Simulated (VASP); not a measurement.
# Re (P6/mmm) in VASP: a series of runs, part 2 of 2

VASP 6.6.1. The steps go on from the part before.

## Step 4: Single point, LDA

This run uses another cell than the first one: it holds 3 atoms, not 1.

Input file INCAR:

```
PREC = Accurate
ENCUT = 520
EDIFF = 1E-7
ISMEAR = -1
SIGMA = 0.08
LREAL = False
LASPH = True
NELM = 80
ALGO = Normal
ISIF = 2
LWAVE = False
LCHARG = True
GGA = CA
LELF = True
LVHAR = True
NBANDS = 18
```

Input file KPOINTS:

```
regular mesh
0
Gamma
  9 9 13
```

Input file POSCAR:

```
Re
1.0
    4.0260197816      0.0000000000      0.0000000000
   -2.0130098908      3.4866354071      0.0000000000
    0.0000000000      0.0000000000      2.4856410992
Re
3
Direct
    0.0000000000      0.0000000000      0.0000000000
    0.3333333333      0.6666666667      0.5000000000
    0.6666666667      0.3333333333      0.5000000000
```

Potentials or basis: VASP PAW LDA potentials, release 64 (Re).

On the command line:

```console
> cat potpaw_LDA.64/Re/POTCAR > POTCAR
> mpirun -np 1 vasp_std > vasp.out
```

OUTCAR:

```text
PREC = Accurate
   ENCUT = 520
   EDIFF = 1E-7
   ISMEAR = -1
   LREAL = False
   LASPH = True
   NELM = 80
   ISIF = 2
   GGA = CA

 ion  position               nearest neighbor table
   1  0.000  0.000  0.000-   2 2.64   3 2.64   2 2.64   3 2.64   3 2.64   3 2.64   2 2.64   2 2.64
                             3 2.64   3 2.64   2 2.64   2 2.64
   2  0.333  0.667  0.500-   3 2.32   3 2.32   3 2.32   1 2.64   1 2.64   1 2.64   1 2.64   1 2.64
                             1 2.64   3 3.40   3 3.40   3 3.40   3 3.40   3 3.40   3 3.40
   3  0.667  0.333  0.500-   2 2.32   2 2.32   2 2.32   1 2.64   1 2.64   1 2.64   1 2.64   1 2.64
                             1 2.64   2 3.40   2 3.40   2 3.40   2 3.40   2 3.40   2 3.40

  LATTYP: Found a hexagonal cell.
 ALAT       =     4.0260197816
 C/A-ratio  =     0.6173941595

  Lattice vectors:

 A1 = (   4.0260197816,   0.0000000000,   0.0000000000)
 A2 = (  -2.0130098908,   3.4866354071,   0.0000000000)
 A3 = (   0.0000000000,   0.0000000000,   2.4856410992)

Analysis of symmetry for initial positions (statically):
=====================================================================
 Subroutine PRICEL returns:
 Original cell was already a primitive cell.

 Routine SETGRP: Setting up the symmetry group for a
 hexagonal supercell.

 Subroutine GETGRP returns: Found 24 space group operations
 (whereof 24 operations were pure point group operations)
 out of a pool of 24 trial point group operations.

The static configuration has the point symmetry D_6h.

Analysis of symmetry for dynamics (positions and initial velocities):
=====================================================================
 Subroutine PRICEL returns:
 Original cell was already a primitive cell.

 Routine SETGRP: Setting up the symmetry group for a
 hexagonal supercell.

 Subroutine GETGRP returns: Found 24 space group operations
 (whereof 24 operations were pure point group operations)
 out of a pool of 24 trial point group operations.

The dynamic configuration has the point symmetry D_6h.

 Subroutine INISYM returns: Found 24 space group operations
 (whereof 24 operations are pure point group operations),
 and found     1 'primitive' translations

----------------------------------------------------------------------------------------

                                     Primitive cell

  volume of cell :      34.8916

  direct lattice vectors                    reciprocal lattice vectors
     4.026019782  0.000000000  0.000000000     0.248384274  0.143404727  0.000000000
    -2.013009891  3.486635407  0.000000000     0.000000000  0.286809455  0.000000000
     0.000000000  0.000000000  2.485641099     0.000000000  0.000000000  0.402310696

  length of vectors
     4.026019782  4.026019782  2.485641099     0.286809455  0.286809455  0.402310696

  position of ions in fractional coordinates (direct lattice)
     0.000000000  0.000000000  0.000000000
     0.333333333  0.666666667  0.500000000
     0.666666667  0.333333333  0.500000000

  ion indices of the primitive-cell ions
   primitive index   ion index
                 1           1
                 2           2
                 3           3

----------------------------------------------------------------------------------------

 KPOINTS: regular mesh

Automatic generation of k-mesh.
 Grid dimensions read from file:
 generate k-points for:    9    9   13

 Generating k-lattice:

  Cartesian coordinates                     Fractional coordinates (reciprocal lattice)
     0.027598253  0.015933859  0.000000000     0.111111111  0.000000000  0.000000000
     0.000000000  0.031867717  0.000000000     0.000000000  0.111111111  0.000000000
     0.000000000  0.000000000  0.030946977     0.000000000  0.000000000  0.076923077

  Length of vectors
     0.031867717  0.031867717  0.030946977

  Shift w.r.t. Gamma in fractional coordinates (k-lattice)
     0.000000000  0.000000000  0.000000000

 Subroutine IBZKPT returns following result:
 ===========================================

 Found     84 irreducible k-points:

 Following reciprocal coordinates:
            Coordinates               Weight
  0.000000  0.000000  0.000000      1.000000
  0.111111  0.000000  0.000000      6.000000
  0.222222 -0.000000  0.000000      6.000000
  0.333333  0.000000  0.000000      6.000000
  0.444444 -0.000000  0.000000      6.000000
  0.111111  0.111111  0.000000      6.000000
[... 16 lines left out ...]
  0.333333  0.222222  0.076923     24.000000
  0.333333  0.333333  0.076923      4.000000
 [... further k-points ...]
   k-points           NKPTS =     84   k-points in BZ     NKDIM =     84   number of bands    NBANDS=     18
   number of dos      NEDOS =    301   number of ions     NIONS =      3
   total plane-waves  NPLWV =  16200
   dimension x,y,z NGX =    30 NGY =   30 NGZ =   18
   dimension x,y,z NGXF=    60 NGYF=   60 NGZF=   36
   ions per type =               3
   NGX,Y,Z   is equivalent  to a cutoff of  12.39, 12.39, 12.04 a.u.
   NGXF,Y,Z  is equivalent  to a cutoff of  24.78, 24.78, 24.08 a.u.
 SYSTEM =  unknown system
   PREC   = accura    normal or accurate (medium, high low for compatibility)
   ISTART =      0    job   : 0-new  1-cont  2-samecut
   ICHARG =      2    charge: 1-file 2-atom 10-const
   ISPIN  =      1    spin polarized calculation?
   LNONCOLLINEAR =      F non collinear calculations
   LSORBIT =      F    spin-orbit coupling
   LASPH  =      T    aspherical Exc in radial PAW
   ENCUT  =  520.0 eV  38.22 Ry    6.18 a.u.   7.49  7.49  4.62*2*pi/ulx,y,z
   NELM   =     80;   NELMIN=  2; NELMDL= -5     # of ELM steps
   EDIFF  = 0.1E-06   stopping-criterion for ELM
   LREAL  =      F    real-space projection
   EDIFFG = 0.1E-05   stopping-criterion for IOM
   NSW    =      0    number of steps for IOM
   IBRION =     -1    ionic relax: 0-MD 1-quasi-New 2-CG
   NFREE  =      0    steps in history (QN), initial steepest desc. (CG)
   ISIF   =      2    stress and relaxation
   ISYM   =      2    0-nonsym 1-usesym 2-fastsym
   POTIM  = 0.5000    time-step for ionic-motion
   TEBEG  =    0.0;   TEEND  =   0.0 temperature during run
   PSTRESS=    0.0 pullay stress
   NELECT =      21.0000    total number of electrons
   NUPDOWN=      -1.0000    fix difference up-down
   EMIN   =  10.00;   EMAX   =-10.00  energy-range for DOS
   EFERMI =   0.00;   METHOD = LEGACY
   ISMEAR =    -1;   SIGMA  =   0.08  broadening in eV -4-tet -1-fermi 0-gaus
   EFERMI_NEDOS =   21; number of points for ismear=-14 and -15
   IALGO  =     38    algorithm
   IMIX   =      4    mixing-type and parameters
     AMIX     =   0.40;   BMIX     =  1.00
     AMIX_MAG =   1.60;   BMIX_MAG =  1.00
  volume/ion in A,a.u.               =      11.63        78.49
  Fermi-wavevector in a.u.,A,eV,Ry     =   1.382211  2.612000 25.994025  1.910507
  Thomas-Fermi vector in A             =   2.506923
   LORBIT       =      0    0 simple, 1 ext, 2 COOP (PROOUT), +10 PAW based schemes
   GGA     = CA    functional components
   LHFCALC =     F    Hartree Fock is set to
   AEXX    =    0.0000 exact exchange contribution
   IVDW    =     0    specifies the selected vdW correction
   LEPSILON=     F    determine dielectric tensor
   LRPA    =     F    only Hartree local field effects (RPA)
 non-spin polarized calculation
  energy-cutoff  :      520.00
  volume of cell :       34.89
 maximum number of plane-waves:       952
 NGX is ok and might be reduce to    30

 number of electron      21.0000003 magnetization

 Free energy of the ion-electron system (eV)
  ---------------------------------------------------
  ext. energy  EPLUGINS =         0.00000000
  ---------------------------------------------------
  free energy    TOTEN  =       -37.46771830 eV

  energy without entropy =      -37.43496938  energy(sigma->0) =      -37.45134384

 E-fermi :  11.2931     XC(G=0): -15.1259

 val. band max:       11.2913917063   @ k =   0.3333   0.2222   0.0000
 cond. band min:      11.2938492622   @ k =   0.2222   0.1111   0.4615
 fundamental gap:      0.0024575559
 Fermi energy:        11.2931442945

 k-point     1 :       0.0000    0.0000    0.0000
  band No.  band energies     occupation
      1      -0.2132      2.00000
      2       3.0254      2.00000
      3       6.9141      2.00000
      4       7.6571      2.00000
      5       7.6571      2.00000
      6       7.6740      2.00000
[... 10 lines left out ...]
     17      22.5619      0.00000
     18      24.0153      0.00000
[... 466 lines left out ...]
      2       3.5471      2.00000
      3       3.5471      2.00000
      4       6.2920      2.00000
      5       6.2920      2.00000
      6       6.9963      2.00000
[... 10 lines left out ...]
     17      16.3322      0.00000
     18      16.8051      0.00000

 [... further k-points ...]
[... 5 lines left out ...]
  --------------------------------------------------------------------------------------
  -------------------------------------------------------------------------------------
  Total       31.4993099     31.4993100     32.0463835      0.0000000     -0.0000000      0.0000000
  in kB     1446.4078177   1446.4078178   1471.5287301      0.0000000     -0.0000000      0.0000000
  external PRESSURE =    1454.7814552 kB  Pullay stress =       0.0000000 kB

 VOLUME and BASIS-vectors are now :
 -----------------------------------------------------------------------------
  energy-cutoff  :      520.00
  volume of cell :       34.89
      direct lattice vectors                 reciprocal lattice vectors
     4.026019782  0.000000000  0.000000000     0.248384274  0.143404727  0.000000000
    -2.013009891  3.486635407  0.000000000     0.000000000  0.286809455  0.000000000
     0.000000000  0.000000000  2.485641099     0.000000000  0.000000000  0.402310696

 POSITION                                       TOTAL-FORCE (eV/Angst)
 -----------------------------------------------------------------------------------
      0.00000      0.00000      0.00000         0.000000      0.000000      0.000000
     -0.00000      2.32442      1.24282        -0.000000     -0.000000      0.000000
      2.01301      1.16221      1.24282        -0.000000      0.000000      0.000000
 -----------------------------------------------------------------------------------
    total drift:                               -0.000000      0.000000      0.000000

  FREE ENERGIE OF THE ION-ELECTRON SYSTEM (eV)
  ---------------------------------------------------
  free  energy   TOTEN  =       -37.4677182956 eV

  energy  without entropy=      -37.4349693824  energy(sigma->0) =      -37.45134384
```

OSZICAR:

```text
N       E                     dE             d eps       ncg     rms          rms(c)
DAV:   1     0.218459363884E+03    0.21846E+03   -0.88200E+03  3664   0.122E+03
DAV:   2    -0.210523494972E+02   -0.23951E+03   -0.21906E+03  4354   0.581E+02
DAV:   3    -0.385474544713E+02   -0.17495E+02   -0.16203E+02  4884   0.194E+02
DAV:   4    -0.391990236435E+02   -0.65157E+00   -0.63064E+00  4860   0.322E+01
DAV:   5    -0.392109139952E+02   -0.11890E-01   -0.11841E-01  4954   0.456E+00    0.792E+01
DAV:   6    -0.380300955000E+02    0.11808E+01   -0.58067E-01  5366   0.104E+01    0.431E+01
DAV:   7    -0.375511601327E+02    0.47894E+00   -0.10237E+00  5514   0.139E+01    0.358E+00
DAV:   8    -0.374694141021E+02    0.81746E-01   -0.35300E-01  5296   0.881E+00    0.115E+00
DAV:   9    -0.374677351240E+02    0.16790E-02   -0.13186E-02  4668   0.116E+00    0.142E-01
DAV:  10    -0.374677056845E+02    0.29440E-04   -0.49746E-04  5030   0.339E-01    0.132E-01
DAV:  11    -0.374677184918E+02   -0.12807E-04   -0.10885E-04  4560   0.798E-02    0.330E-02
DAV:  12    -0.374677182367E+02    0.25511E-06   -0.35680E-06  4932   0.260E-02    0.110E-02
DAV:  13    -0.374677182956E+02   -0.58947E-07   -0.86482E-08  2078   0.701E-03
   1 F= -.37467718E+02 E0= -.37451344E+02  d E =-.327489E-01
```

stdout:

```text
POSCAR found type information on POSCAR Re
 POSCAR found :  1 types and       3 ions
 scaLAPACK will be used
 LDA part: xc-table for (Slater(with rela. corr.)+CA(PZ))
 , standard interpolation
 POSCAR, INCAR and KPOINTS ok, starting setup
 FFT: planning ... GRIDC
 FFT: planning ... GRID_SOFT
 FFT: planning ... GRID
 WAVECAR not read
 entering main loop
```

It took 44 s on 1 thread of Intel Xeon Platinum 8259CL at 2.50GHz (Skylake/Cascade Lake), shared host; peak memory 0.16 GiB.

What came out:

* Free energy: -37.4677 eV
* Pressure: 145.5 GPa

Stress tensor (GPa, compression positive):
```
144.64   0.00   0.00
  0.00 144.64   0.00
  0.00   0.00 147.15
```

Caveat: spin-orbit coupling is left out, which moves the levels of the heavy elements.

## Step 5: Single point, LDA

This run uses another cell than the first one: it holds 3 atoms, not 1.

Input file INCAR:

```
SYSTEM = Re
ALGO     = Normal         ! electronic algorithm
EDIFF    = 1E-6           ! SCF threshold, eV
ENCUT    = 520            ! plane-wave cutoff, eV
GGA      = CA             ! functional
ISIF     = 2              ! what is computed and relaxed
ISMEAR   = -1             ! smearing method
LASPH    = .TRUE.         ! aspherical terms in the spheres
LCHARG   = .FALSE.        ! write CHGCAR
LREAL    = .FALSE.        ! projectors in reciprocal space
LWAVE    = .FALSE.        ! write WAVECAR
NBANDS   = 18             ! bands
NELM     = 80             ! most SCF steps
PREC     = Accurate       ! precision mode
SIGMA    = 0.08           ! smearing width, eV
```

Input file KPOINTS:

```
k-points
0
G
  9 9 13
  0 0 0
```

Input file POSCAR:

```
Re
1.0
    4.0250009820      0.0000000000      0.0000000000
   -2.0125004910      3.4857531007      0.0000000000
    0.0000000000      0.0000000000      2.4851172689
Re
3
Direct
    0.0000000000      0.0000000000      0.0000000000
    0.3333333333      0.6666666667      0.5000000000
    0.6666666667      0.3333333333      0.5000000000
```

Potentials or basis: VASP PAW LDA potentials, release 64 (Re).

On the command line:

```console
> cat potpaw_LDA.64/Re/POTCAR > POTCAR
> mpirun -np 1 vasp_std > vasp.out
```

OUTCAR:

```text
SYSTEM = Re
   EDIFF = 1E-6
   ENCUT = 520
   GGA = CA
   ISIF = 2
   ISMEAR = -1
   LASPH = .TRUE.
   LREAL = .FALSE.
   NELM = 80
   PREC = Accurate

 ion  position               nearest neighbor table
   1  0.000  0.000  0.000-   2 2.64   3 2.64   2 2.64   3 2.64   3 2.64   3 2.64   2 2.64   2 2.64
                             3 2.64   3 2.64   2 2.64   2 2.64
   2  0.333  0.667  0.500-   3 2.32   3 2.32   3 2.32   1 2.64   1 2.64   1 2.64   1 2.64   1 2.64
                             1 2.64   3 3.40   3 3.40   3 3.40   3 3.40   3 3.40   3 3.40
   3  0.667  0.333  0.500-   2 2.32   2 2.32   2 2.32   1 2.64   1 2.64   1 2.64   1 2.64   1 2.64
                             1 2.64   2 3.40   2 3.40   2 3.40   2 3.40   2 3.40   2 3.40
[... 705 lines left out ...]
  -------------------------------------------------------------------------------------
  Total       31.6339142     31.6339142     32.1695457      0.0000000      0.0000000      0.0000000
  in kB     1453.6304567   1453.6304568   1478.2436099      0.0000000      0.0000000      0.0000000
  external PRESSURE =    1461.8348411 kB  Pullay stress =       0.0000000 kB

 VOLUME and BASIS-vectors are now :
 -----------------------------------------------------------------------------
  energy-cutoff  :      520.00
  volume of cell :       34.87
      direct lattice vectors                 reciprocal lattice vectors
     4.025000982  0.000000000  0.000000000     0.248447144  0.143441026  0.000000000
    -2.012500491  3.485753101  0.000000000     0.000000000  0.286882051  0.000000000
     0.000000000  0.000000000  2.485117269     0.000000000  0.000000000  0.402395498

 POSITION                                       TOTAL-FORCE (eV/Angst)
 -----------------------------------------------------------------------------------
      0.00000      0.00000      0.00000        -0.000000      0.000000      0.000000
     -0.00000      2.32384      1.24256         0.000000      0.000000      0.000000
      2.01250      1.16192      1.24256        -0.000000      0.000000     -0.000000
 -----------------------------------------------------------------------------------
    total drift:                               -0.000000      0.000000      0.000000

  FREE ENERGIE OF THE ION-ELECTRON SYSTEM (eV)
  ---------------------------------------------------
  free  energy   TOTEN  =       -37.4449604568 eV

  energy  without entropy=      -37.4122409853  energy(sigma->0) =      -37.42860072
```

Wall time 39 s (1 thread of Intel Xeon Platinum 8259CL at 2.50GHz (Skylake/Cascade Lake), shared host); peak memory 0.16 GiB.

What came out:

```
Free energy : -37.4450 eV
Pressure    : 146.2 GPa
```

Stress tensor (GPa, compression positive):
```
145.36   0.00   0.00
  0.00 145.36   0.00
  0.00   0.00 147.82
```

Caveat: spin-orbit coupling is left out, which moves the levels of the heavy elements.

## Step 6: The runs side by side

| cell | k mesh | gap on the mesh (eV) | pressure (GPa) |
| --- | --- | --- | --- |
| a = 2.494, b = 2.494, c = 2.247 Å, angles 90.0, 90.0, 120.0°, 1 atom | 18 × 18 × 17 | none | 141.0 |
| a = 2.494, b = 2.494, c = 2.246 Å, angles 90.0, 90.0, 120.0°, 1 atom | 18 × 18 × 17 | none | 141.7 |
| a = 4.026, b = 4.026, c = 2.486 Å, angles 90.0, 90.0, 120.0°, 3 atoms | 9 × 9 × 13 | none | 145.5 |
| a = 4.025, b = 4.025, c = 2.485 Å, angles 90.0, 90.0, 120.0°, 3 atoms | 9 × 9 × 13 | none | 146.2 |

Alike in all rows: task single point; level LDA; potentials or basis VASP PAW LDA potentials, release 64 (Re); no spin polarisation; cutoff (eV) 520; smearing fermi-dirac 0.08 eV.

Caveats: spin-orbit coupling is left out, which moves the levels of the heavy elements.

Absolute energies hang on the potentials; compare differences alone.
